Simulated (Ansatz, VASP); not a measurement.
## Two plane-wave programs on InPd

```
In Pd
1.0
     3.30526    0.00000    0.00000
     0.00000    3.30526    0.00000
     0.00000    0.00000    3.30526
In Pd
1 1
Direct
  0.97308 0.99462 0.00000
  0.52904 0.50581 0.50000
```

Change from the starting cell: mode 4 frozen in at -0.096 Å and mode 5 at -0.019 Å (largest displacements).

Alike in both runs: task single point; functional PBE; k mesh 14 × 14 × 14; occupations gaussian, width 0.15 eV; no spin polarisation.

|  | VASP | Ansatz |
| --- | --- | --- |
| version | VASP 6.6.1 | Ansatz 0.2.0 |
| potentials or method | VASP PAW PBE potentials, release 64 (In_d, Pd), cutoff 520 eV | scalar-relativistic, plane waves, PAW |
| valence electrons in the cell | 23 | 31 |

|  | VASP | Ansatz | Ansatz less VASP |
| --- | --- | --- | --- |
| gap on the k mesh at the Fermi level (eV) | none | none | - |
| pressure (GPa) | 1.5 | 1.5 | -0.04 |
| traceless stress, the component that is largest in VASP (GPa) | -0.79 | -0.78 | +0.007 |
| rms of the force components (eV/Å) | 0.393 | 0.387 | -0.0051 |

Atom by atom the forces differ by 0.005 eV/Å (rms over components). A gap of «none» marks a metal or a gap that the smearing closes. With one functional, cell and mesh, what is left measures potentials, basis and numerics. VASP's potentials hold 23 valence electrons a cell and Ansatz's 31, so a difference there can come from the potentials and not from the codes.
